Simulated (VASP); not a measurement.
NaH: single point with PBE

Crystal: NaH.

```xyz
12
Lattice="-3.3686 0.0002 -0.0007 -0.0002 5.8414 0.0109 1.6822 -0.9904 -8.6824" Properties=species:S:1:pos:R:3 pbc="T T T"
Na   -0.0030    3.8836   -4.3326
Na   -1.6881    0.9630   -4.3396
Na    0.0014    3.8968   -1.3920
Na   -1.6835    0.9760   -1.3992
Na   -0.0009    3.8775   -7.2734
Na   -1.6860    0.9566   -7.2798
H    -1.6832    2.9217    0.0050
H     0.0010    0.0012    0.0000
H    -1.6857    2.9084   -5.8062
H    -0.0020   -0.0127   -5.8111
H    -1.6856    4.8626   -2.8605
H    -0.0017    1.9419   -2.8665
```

* Program: VASP 6.6.1
* Task: single point
* Functional: PBE
* Potentials or basis: VASP PAW PBE potentials, release 64 (Na_pv, H)
* Cutoff: 520 eV
* k mesh: 4 × 2 × 4
* Occupations: gaussian, width 0.1 eV
* Spin: no spin polarisation

```yaml
Pressure: 0.0 GPa
Band_gap_on_the_k_mesh: 3.47 eV
```

Forces in eV/Å, atoms in the order of the input:
```
Na   0.000  0.001 -0.001
Na   0.001  0.001  0.000
Na  -0.001 -0.001  0.000
Na   0.000 -0.001  0.001
Na  -0.001  0.000  0.000
Na   0.000  0.000  0.000
H    0.000  0.000  0.000
H    0.000  0.000  0.000
H   -0.001  0.002 -0.001
H    0.000  0.003 -0.001
H    0.000 -0.002  0.001
H    0.001 -0.002  0.002
```

Levels at points of the mesh, in eV from the valence-band top:
```tsv
k point	band 20	band 21	band 22	band 23	band 24	band 25	band 26	band 27	band 28	band 29
(0.00, 0.00, 0.00)	-2.04	-1.95	-0.86	-0.40	-0.34	4.09	4.56	5.12	5.16	5.17
(0.50, 0.00, 0.00)	-1.06	-0.58	-0.57	-0.08	-0.08	5.15	5.15	5.42	5.43	5.66
(0.00, 0.50, 0.00)	-2.65	-1.46	-1.45	-1.06	-1.06	5.40	5.40	5.91	5.91	7.27
(0.50, 0.50, 0.00)	-0.77	-0.61	-0.38	-0.34	-0.20	4.00	4.10	4.56	4.57	5.10
(0.00, 0.00, 0.50)	-3.07	-1.06	-0.77	-0.62	-0.21	3.47	4.01	4.54	5.37	7.70
(0.50, 0.00, 0.50)	-1.06	-0.58	-0.58	-0.08	-0.08	5.15	5.15	5.43	5.43	5.67
(0.00, 0.50, 0.50)	-2.42	-2.09	-2.09	-0.55	-0.55	4.60	4.60	6.77	6.77	7.20
(0.50, 0.50, 0.50)	-0.77	-0.61	-0.38	-0.34	-0.20	3.99	4.10	4.56	4.57	5.10
```

Run time: 52 s on 1 thread of Intel(R) Xeon(R) 6975P-C (Granite Rapids), on a shared host, peak memory 0.32 GiB.

Caveat: the k points lie up to 0.54 Å⁻¹ apart. A k mesh can miss the band edges.
